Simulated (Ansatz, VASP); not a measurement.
**In2O3 in VASP and in Ansatz**

```
CELL_PARAMETERS angstrom
2.68509 1.55024 5.09609
-2.68509 1.55024 5.09609
0.00000 -3.10047 5.09609
ATOMIC_POSITIONS crystal
In 0.35707 0.35707 0.35707
In 0.14293 0.14293 0.14293
In 0.64293 0.64293 0.64293
In 0.85707 0.85707 0.85707
O 0.54657 0.95343 0.25000
O 0.25000 0.54657 0.95343
O 0.95343 0.25000 0.54657
O 0.45343 0.04657 0.75000
O 0.75000 0.45343 0.04657
O 0.04657 0.75000 0.45343
```

Change from the starting cell: strain -0.025 along x and y, +0.050 along z, atoms carried along.

Alike in both runs: task single point; functional r2SCAN; k mesh 6 × 6 × 6; occupations gaussian, width 0.05 eV; no spin polarisation.

```csv
,VASP,Ansatz
version,VASP 6.6.1,Ansatz 0.2.0
potentials or method,"VASP PAW PBE potentials, release 64 (In_d, O), cutoff 520 eV","scalar-relativistic, plane waves, PAW"
valence electrons in the cell,88,88
```

Ansatz gave:

* gap on the k mesh at the Fermi level (eV): 1.69
* least direct gap on the mesh (eV): 1.69
* pressure (GPa): 1.8
* traceless stress, the component that is largest in VASP (GPa): -9.25
* rms of the force components (eV/Å): 0.215

Problem. Estimate VASP's values.

Solution. gap on the k mesh at the Fermi level (eV): 1.70; least direct gap on the mesh (eV): 1.70; pressure (GPa): 2.8; traceless stress, the component that is largest in VASP (GPa): -9.37; rms of the force components (eV/Å): 0.217.

VASP's potentials were made for PBE, not for r2SCAN. Atom by atom the forces differ by 0.005 eV/Å (rms over components).
